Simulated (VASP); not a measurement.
# Hf in VASP: a series of runs, part 2 of 2

VASP 6.6.1. The steps go on from the part before.

**3. Single point, PBEsol (strain -0.050 along x and y, -0.025 along z)**

Input file INCAR:

```
PREC     = Accurate       # precision mode
ENCUT    = 520            # plane-wave cutoff, eV
EDIFF    = 1E-6           # SCF threshold, eV
ISMEAR   = 0              # smearing method
SIGMA    = 0.15           # smearing width, eV
LREAL    = False          # projectors in reciprocal space
LASPH    = True           # aspherical terms in the spheres
NELM     = 80             # most SCF steps
ALGO     = Normal         # electronic algorithm
ISIF     = 2              # what is computed and relaxed
LWAVE    = False          # write WAVECAR
LCHARG   = True           # write CHGCAR
GGA      = PS             # functional
LELF     = True           # ELF
LVHAR    = True         
NBANDS   = 11             # bands
```

Input file KPOINTS:

```
regular mesh
0
Gamma
  18 18 18
```

Input file POSCAR:

```
Hf
1.0
   -1.7147500000      1.7147500000      1.7598750000
    1.7147500000     -1.7147500000      1.7598750000
    1.7147500000      1.7147500000     -1.7598750000
Hf
1
Direct
    0.0000000000      0.0000000000      0.0000000000
```

Potentials or basis: VASP PAW PBE potentials, release 64 (Hf_pv).

Launch:

```console
$ cat potpaw_PBE.64/Hf_pv/POTCAR > POTCAR
$ mpirun -np 1 vasp_std > vasp.out
```

OUTCAR:

```text
PREC = Accurate
   ENCUT = 520
   EDIFF = 1E-6
   ISMEAR = 0
   LREAL = False
   LASPH = True
   NELM = 80
   ISIF = 2
   GGA = PS

 ion  position               nearest neighbor table
   1  0.000  0.000  0.000-

  LATTYP: Found a body centered tetragonal cell.
 ALAT       =     3.4295000000
 C/A-ratio  =     1.0263157895

  Lattice vectors:

 A1 = (  -1.7147500000,   1.7147500000,   1.7598750000)
 A2 = (   1.7147500000,  -1.7147500000,   1.7598750000)
 A3 = (   1.7147500000,   1.7147500000,  -1.7598750000)
[... 505 lines left out ...]
      2     -24.6364      2.00000
      3     -24.5419      2.00000
      4      -0.8537      2.00000
      5       5.6729      0.00000
      6       5.7420      0.00000
      7       8.1404      0.00000
      8       8.6791      0.00000
      9       9.7351      0.00000
     10      18.4761      0.00000
     11      19.5087      0.00000

 [... further k-points ...]
[... 5 lines left out ...]
  --------------------------------------------------------------------------------------
  -------------------------------------------------------------------------------------
  Total        0.3280524      0.3280524      0.4537388      0.0000000      0.0000000      0.0000000
  in kB       25.3927876     25.3927876     35.1214987      0.0000000      0.0000000      0.0000000
  external PRESSURE =      28.6356913 kB  Pullay stress =       0.0000000 kB

 VOLUME and BASIS-vectors are now :
 -----------------------------------------------------------------------------
  energy-cutoff  :      520.00
  volume of cell :       20.70
      direct lattice vectors                 reciprocal lattice vectors
    -1.714750000  1.714750000  1.759875000     0.000000000  0.291587695  0.284111087
     1.714750000 -1.714750000  1.759875000     0.291587695  0.000000000  0.284111087
     1.714750000  1.714750000 -1.759875000     0.291587695  0.291587695  0.000000000

 POSITION                                       TOTAL-FORCE (eV/Angst)
 -----------------------------------------------------------------------------------
      0.00000      0.00000      0.00000        -0.000000      0.000000      0.000000
 -----------------------------------------------------------------------------------
    total drift:                                0.000000      0.000000      0.000000

  FREE ENERGIE OF THE ION-ELECTRON SYSTEM (eV)
  ---------------------------------------------------
  free  energy   TOTEN  =       -10.3405189543 eV

  energy  without entropy=      -10.3211808177  energy(sigma->0) =      -10.33084989
```

OSZICAR:

```text
N       E                     dE             d eps       ncg     rms          rms(c)
DAV:   1     0.125290138268E+02    0.12529E+02   -0.57156E+03 10616   0.847E+02
DAV:   2    -0.102317816070E+02   -0.22761E+02   -0.21994E+02 13284   0.156E+02
DAV:   3    -0.106659024116E+02   -0.43412E+00   -0.42918E+00 13245   0.147E+01
DAV:   4    -0.106673930436E+02   -0.14906E-02   -0.14904E-02 11882   0.103E+00
DAV:   5    -0.106674004222E+02   -0.73785E-05   -0.73783E-05 13166   0.641E-02    0.464E+01
DAV:   6    -0.104254034833E+02    0.24200E+00   -0.19727E-01 12009   0.323E+00    0.272E+01
DAV:   7    -0.103440360335E+02    0.81367E-01   -0.28209E-01 12210   0.372E+00    0.118E+00
DAV:   8    -0.103404912902E+02    0.35447E-02   -0.18258E-02 11711   0.966E-01    0.765E-02
DAV:   9    -0.103405171615E+02   -0.25871E-04   -0.25828E-04 13342   0.134E-01    0.404E-02
DAV:  10    -0.103405190295E+02   -0.18680E-05   -0.11799E-05 12323   0.263E-02    0.258E-02
DAV:  11    -0.103405189543E+02    0.75162E-07   -0.16506E-06 11525   0.975E-03
   1 F= -.10340519E+02 E0= -.10330850E+02  d E =-.193381E-01
```

stdout:

```text
POSCAR found type information on POSCAR Hf
 POSCAR found :  1 types and       1 ions
 scaLAPACK will be used
 -----------------------------------------------------------------------------
|                                                                             |
|                                                                             |
|     You enforced a specific xc type in the INCAR file but a different       |
|     I HOPE YOU KNOW WHAT YOU ARE DOING!                                     |
|                                                                             |
 -----------------------------------------------------------------------------

 LDA part: xc-table for (Slater+PW92), standard interpolation
 POSCAR, INCAR and KPOINTS ok, starting setup
 FFT: planning ... GRIDC
 FFT: planning ... GRID_SOFT
 FFT: planning ... GRID
 WAVECAR not read
 entering main loop
```

It took 35 s on 1 thread of Intel Xeon 6975P-C (Granite Rapids), shared host; peak memory 0.23 GiB.

What came out:

```yaml
Free_energy: -10.3405 eV
Pressure: 2.9 GPa
Band_gap_on_the_k_mesh: zero (band 5 reaches 6.43 eV, above the bottom of band 6 at 4.22 eV)
```

Caveat: the cell differs from its parent crystal (strain -0.050 along x and y, -0.025 along z); the PAW data sets were made with another functional, which shifts forces and pressure a little; spin-orbit coupling is left out, which moves the levels of the heavy elements.

**4. Single point, PBEsol (strain -0.050 along x and y, +0.000 along z)**

Input file INCAR:

```
SYSTEM = Hf
  ALGO = Normal
  EDIFF = 1E-6
  ENCUT = 520
  GGA = PS
  ISIF = 2
  ISMEAR = 0
  LASPH = .TRUE.
  LCHARG = .TRUE.
  LELF = .TRUE.
  LREAL = .FALSE.
  LVHAR = .TRUE.
  LWAVE = .FALSE.
  NBANDS = 11
  NELM = 80
  PREC = Accurate
  SIGMA = 0.15
```

Input file KPOINTS:

```
k-points
0
G
  18 18 18
  0 0 0
```

Input file POSCAR:

```
Hf
1.0
   -1.7147500000      1.7147500000      1.8050000000
    1.7147500000     -1.7147500000      1.8050000000
    1.7147500000      1.7147500000     -1.8050000000
Hf
1
Direct
    0.0000000000      0.0000000000      0.0000000000
```

Launch:

```console
$ cat potpaw_PBE.64/Hf_pv/POTCAR > POTCAR
$ mpirun -np 1 vasp_std > vasp.out
```

It took 38 s on 1 thread of Intel Xeon 6975P-C (Granite Rapids), shared host; peak memory 0.23 GiB.

The run converged. Its results:

* Free energy: -10.3483 eV
* Pressure: 0.1 GPa
* Band gap on the k mesh: zero (band 5 reaches 6.20 eV, above the bottom of band 6 at 4.04 eV)

Stress tensor (GPa, compression positive):
```
-0.48  0.00  0.00
 0.00 -0.48  0.00
 0.00  0.00  1.19
```

Levels at points of the mesh, in eV from the Fermi level:
| k point | band 3 | band 4 | band 5 | band 6 | band 7 | band 8 |
| --- | --- | --- | --- | --- | --- | --- |
| (0.00, 0.00, 0.00) | -29.58 | -7.21 | 1.38 | 1.38 | 1.96 | 4.07 |
| (0.50, 0.00, 0.00) | -29.58 | -3.56 | -0.38 | 1.20 | 3.95 | 5.43 |
| (0.50, 0.50, 0.00) | -29.61 | -3.51 | -0.99 | 1.53 | 4.88 | 5.69 |
| (0.50, 0.50, 0.50) | -30.22 | -2.88 | -2.72 | 6.87 | 7.07 | 7.26 |

Caveat: the cell differs from its parent crystal (strain -0.050 along x and y, +0.000 along z); the PAW data sets were made with another functional, which shifts forces and pressure a little; spin-orbit coupling is left out, which moves the levels of the heavy elements.

**5. Summary**

| cell | gap on the mesh (eV) | pressure (GPa) |
| --- | --- | --- |
| a = 3.283 Å, angles 109.5°, 1 atom | none | -17.6 |
| a = 2.996 Å, angles 110.2, 110.2, 108.1°, 1 atom | none | 2.9 |
| a = 3.023 Å, angles 110.9, 110.9, 106.7°, 1 atom | none | 0.1 |

Alike in all rows: task single point; level PBEsol; potentials or basis VASP PAW PBE potentials, release 64 (Hf_pv); no spin polarisation; k mesh 18 × 18 × 18; cutoff (eV) 520; smearing gaussian 0.15 eV.

Caveats: the PAW data sets were made with another functional, which shifts forces and pressure a little; spin-orbit coupling is left out, which moves the levels of the heavy elements.

Absolute energies hang on the potentials; compare differences alone.
